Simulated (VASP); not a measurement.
The system is TiO2.

```
CELL_PARAMETERS angstrom
0.00000 2.39683 2.51667
2.39683 0.00000 2.51667
2.39683 2.39683 0.00000
ATOMIC_POSITIONS crystal
Ti 0.00000 0.00000 0.00000
O 0.25000 0.25000 0.25000
O 0.75000 0.75000 0.75000
```

This cell differs from its parent crystal: uniaxial z strain +5.0%.

Base run:

| Property | Result |
| --- | --- |
| Program | VASP 6.6.1 |
| Functional | PBE |
| Potentials or basis | VASP PAW PBE potentials, release 64 (Ti_sv, O) |
| Cutoff | 520 eV |
| k mesh | 10 × 10 × 10 |
| Occupations | fermi-dirac, width 0.02 eV |
| Spin | no spin polarisation |

Its results: band gap on the k mesh 0.76 eV (least direct gap 1.36 eV); pressure -5.2 GPa.

Task: The run is repeated on the same cell with these changes: functional from PBE to r2SCAN; occupations from fermi-dirac, width 0.02 eV to gaussian, width 0.01 eV. What comes out?

Result: Band gap on the k mesh 1.16 eV (least direct gap 1.73 eV); pressure -10.6 GPa.

Caveats: the cell stands under tension; the PAW data sets were made with another functional, which shifts forces and pressure a little (at least some runs).

A k mesh can miss the band edges.
